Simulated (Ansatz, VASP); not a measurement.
# Two plane-wave programs on H8CO6

```
CELL_PARAMETERS angstrom
5.70827 0.00000 0.00000
0.00000 5.70827 0.00000
0.00000 0.00000 5.70827
ATOMIC_POSITIONS crystal
O 0.93039 0.69651 0.63093
O 0.09885 0.23677 0.49485
O 0.25276 0.80367 0.02241
O 0.95358 0.36711 0.04875
O 0.49042 0.93259 0.53247
O 0.49952 0.23540 0.80752
H 0.01034 0.84561 0.60575
H 0.77552 0.72335 0.56538
H 0.06415 0.39599 0.54964
H 0.04236 0.24363 0.33284
H 0.15605 0.66226 0.01028
H 0.30041 0.80849 0.18557
H 0.79789 0.40716 0.99245
H 0.00737 0.24771 0.93907
C 0.48891 0.08504 0.66951
```

Alike in both runs: functional PBE; k mesh 1 × 1 × 1; occupations fermi-dirac, width 0.05 eV; no spin polarisation.

Ansatz relaxed the structure, and its values are those at the end. VASP's run is a single point on that final structure, the one shown.

|  | VASP | Ansatz |
| --- | --- | --- |
| version | VASP 6.6.1 | Ansatz 0.2.0 |
| potentials or method | VASP PAW PBE potentials, release 64 (O, H, C), cutoff 520 eV | scalar-relativistic, plane waves, PAW |
| valence electrons in the cell | 48 | 48 |

|  | VASP | Ansatz | Ansatz less VASP |
| --- | --- | --- | --- |
| rms of the force components (eV/Å) | 0.165 | 0.047 | -0.1180 |

One of these differences is far larger than is usual between the two programs; its cause wasn't traced.

Noted on VASP's run: the standard files for N, O and F lose accuracy on very short bonds.
